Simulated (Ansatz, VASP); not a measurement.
One calculation of As3P2, two programs

The input INCAR:

```
  PREC = Accurate
  ENCUT = 600
  EDIFF = 1E-7
  ISMEAR = 0
  SIGMA = 0.1
  LREAL = False
  LASPH = True
  NELM = 100
  ALGO = Normal
  ISIF = 3
  LWAVE = False
  LCHARG = False
  GGA = PE
  IBRION = 2
  NSW = 90
  EDIFFG = -0.04
```

Contents of KPOINTS:

```
regular mesh
0
Gamma
  6 6 6
```

File POSCAR:

```
As3P2
1.0
    1.8289419306      1.0559401159      8.4780735892
   -1.8289419306      1.0559401159      8.4780735892
    0.0000000000     -2.1118802319      8.4780735892
P As
2 3
Direct
    0.4000000000      0.4000000000      0.4000000000
    0.6000000000      0.6000000000      0.6000000000
    0.0000000000      0.0000000000      0.0000000000
    0.2095000000      0.2095000000      0.2095000000
    0.7905000000      0.7905000000      0.7905000000
```

Input for Ansatz:

```yaml
crystal:
  lattice:
    - [1.8289419306, 1.0559401159, 8.4780735892]
    - [-1.8289419306, 1.0559401159, 8.4780735892]
    - [0.0, -2.1118802319, 8.4780735892]
  atoms:
    - { symbol: P, position: [0.4, 0.4, 0.4] }
    - { symbol: P, position: [0.6, 0.6, 0.6] }
    - { symbol: As, position: [0.0, 0.0, 0.0] }
    - { symbol: As, position: [0.2095, 0.2095, 0.2095] }
    - { symbol: As, position: [0.7905, 0.7905, 0.7905] }
basis:
  ecutwfc: 420
kpoints:
  mp_grid: { grid: [6, 6, 6] }
hamiltonian:
  xc: pbe
scf:
  occupations: { method: gaussian, width: 0.1 }
  lower_state_search: "off"
output:
  forces: true
  stress: true
  eigenvalues: true
relax:
  adjacent_minimum: "off"
  f_tol: 0.04
  max_steps: 70
  cell: { stress_tol: 0.4 }
```

Alike in both runs: task relaxation of cell and atoms; functional PBE; k mesh 6 × 6 × 6; occupations gaussian, width 0.1 eV; no spin polarisation.

|  | VASP | Ansatz |
| --- | --- | --- |
| version | VASP 6.6.1 | Ansatz 0.2.0 |
| potentials or method | VASP PAW PBE potentials, release 64 (P, As), cutoff 600 eV | scalar-relativistic, plane waves, PAW |
| valence electrons in the cell | 25 | 55 |

VASP gave:

```
gap on the k mesh at the Fermi level, each at its own relaxed structure (eV) : none
relaxed volume (Å³/atom)                                                     : 18.27
relaxed length of the cell vector where the two differ most in proportion (Å)              : 7.923
```

Task: What did Ansatz give for the same quantities?

Result: gap on the k mesh at the Fermi level, each at its own relaxed structure (eV): none; relaxed volume (Å³/atom): 18.24; relaxed length of the cell vector where the two differ most in proportion (Å): 7.928.

A gap of «none» marks a metal or a gap that the smearing closes. VASP's potentials hold 25 valence electrons a cell and Ansatz's 55, so a difference there can come from the potentials and not from the codes.
